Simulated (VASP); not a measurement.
A run of VASP 6.6.1 is set up as follows.

The input INCAR:

```
SYSTEM = MgB2
PREC = Accurate
ENCUT = 520
EDIFF = 1E-6
ISMEAR = 0
SIGMA = 0.05
LREAL = .False.
LASPH = .True.
NELM = 60
ALGO = Normal
ISIF = 2
LWAVE = .False.
LCHARG = .False.
GGA = PE
NBANDS = 11
```

Contents of KPOINTS:

```
Automatic mesh
0
Gamma
  12 12 10
  0 0 0
```

POSCAR

```
MgB2
1.0
    3.1107817562      0.0000000000      0.0000000000
   -1.5553908781      2.6940160265      0.0000000000
    0.0000000000      0.0000000000      3.5780216111
Mg B
1 2
Direct
    0.0000000000      0.0000000000      0.0000000000
    0.3333333333      0.6666666667      0.5000000000
    0.6666666667      0.3333333333      0.5000000000
```

Potentials or basis: VASP PAW PBE potentials, release 64 (Mg, B).

Command:

```console
$ cat potpaw_PBE.64/Mg/POTCAR potpaw_PBE.64/B/POTCAR > POTCAR
$ mpirun -np 1 vasp_std > vasp.out
```

**Question.** What does it give for the band gap on the k mesh?

**Answer.** Zero (band 4 reaches 6.77 eV, above the bottom of band 5 at 3.10 eV).

**Question.** Estimate the pressure.

**Answer.** -5.5 GPa.

Stress tensor (GPa, compression positive):
```
-5.46  0.00  0.00
 0.00 -5.46  0.00
 0.00  0.00 -5.66
```
